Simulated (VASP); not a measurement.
Input of a VASP 6.6.1 run:

Contents of INCAR:

```
PREC = Accurate ; ENCUT = 520
EDIFF = 1E-7 ; ISMEAR = 0
SIGMA = 0.1 ; LREAL = F
LASPH = T ; NELM = 60
ALGO = Normal ; ISIF = 2
LWAVE = F ; LCHARG = T
GGA = PE ; LELF = T
LVHAR = T ; NBANDS = 31
```

Contents of KPOINTS:

```
regular mesh
0
Gamma
  3 3 3
```

File POSCAR:

```
AlGa2Sb3
1.0
    3.0213674915      1.7443873345      5.1030307672
   -3.0213674915      1.7443873345      5.1030307672
    0.0000000000     -3.4887746691      5.1030307672
Al Ga Sb
1 2 3
Direct
    0.5000000000      0.5000000000      0.5000000000
    0.1379967206      0.1379967206      0.1379967206
    0.8620032794      0.8620032794      0.8620032794
    0.5000000000      0.5000000000      0.0000000000
    0.0000000000      0.5000000000      0.5000000000
    0.5000000000      0.0000000000      0.5000000000
```

Potentials or basis: VASP PAW PBE potentials, release 64 (Al, Ga_d, Sb).

Launch:

```sh
$ cat potpaw_PBE.64/Al/POTCAR potpaw_PBE.64/Ga_d/POTCAR potpaw_PBE.64/Sb/POTCAR > POTCAR
$ mpirun -np 1 vasp_std > vasp.out
```

(1) What does it give for the pressure?

(2) What does it give for the band gap on the k mesh?

Results:

(1) 0.0 GPa.

(2) zero (band 22 reaches 6.23 eV, above the bottom of band 23 at 5.64 eV).

Caveat: the k points lie up to 0.42 Å⁻¹ apart; spin-orbit coupling is left out, which moves the levels of the heavy elements.
